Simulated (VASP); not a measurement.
Set up this calculation in VASP 6.6.1, as the native input.

| Property | Result |
| --- | --- |
| Task | relaxation of cell and atoms |
| Functional | BLYP |
| Potentials or basis | VASP PAW PBE potentials, release 64 (Pd) |
| Cutoff | 600 eV |
| k mesh | 14 × 14 × 14 |
| Occupations | fermi-dirac, width 0.1 eV |
| Spin | no spin polarisation |
| Dipole correction | no |
| Further INCAR settings | ALGO = Normal; EDIFF = 1e-06; IBRION = 2; EDIFFG = -0.01; NSW = 80; ISIF = 3 |

The structure of Pd lies in POSCAR:

```
Pd
1.0
    0.0000000000      1.9449000000      1.9449000000
    1.9449000000      0.0000000000      1.9449000000
    1.9449000000      1.9449000000      0.0000000000
Pd
1
Direct
    0.0000000000      0.0000000000      0.0000000000
```

These files were run (other wordings do the same):

INCAR

```
SYSTEM = Pd
PREC = Accurate ; ENCUT = 600
EDIFF = 1E-6 ; ISMEAR = -1
SIGMA = 0.1 ; LREAL = .False.
LASPH = .True. ; NELM = 80
ALGO = Normal ; ISIF = 3
LWAVE = .False. ; LCHARG = .False.
GGA = B5 ; ALDAX = 1.0
AGGAX = 1.0 ; AGGAC = 1.0
ALDAC = 0.0 ; IBRION = 2
NSW = 80 ; EDIFFG = -0.01
```

KPOINTS

```
Automatic mesh
0
Gamma
  14 14 14
  0 0 0
```

Potentials or basis: VASP PAW PBE potentials, release 64 (Pd).

Run with:

```bash
$ cat potpaw_PBE.64/Pd/POTCAR > POTCAR
$ mpirun -np 1 vasp_std > vasp.out
```

Results of the run:

The relaxed volume is 16.41 Å³/atom and the relaxed cell is a = 2.852 Å, b = 2.852 Å, c = 2.852 Å, α = 60.00°, β = 60.00°, γ = 60.00°. The space group after relaxing (to 0.05 Å) is Fm-3m (No. 225). The energy gained by relaxing is 93.0 meV/atom and the ionic steps are 17. The pressure after relaxing is 0.1 GPa and the band gap on the k mesh is zero (band 5 reaches 8.83 eV, above the bottom of band 6 at 7.48 eV).

Caveat: the PAW data sets were made with another functional, which shifts forces and pressure a little; the volume moved by +11 % from the deposited cell, more than functionals usually miss.

It took 99 s on 1 thread of Intel(R) Xeon(R) Platinum 8559C (Emerald Rapids), on a shared host, peak memory 0.16 GiB.
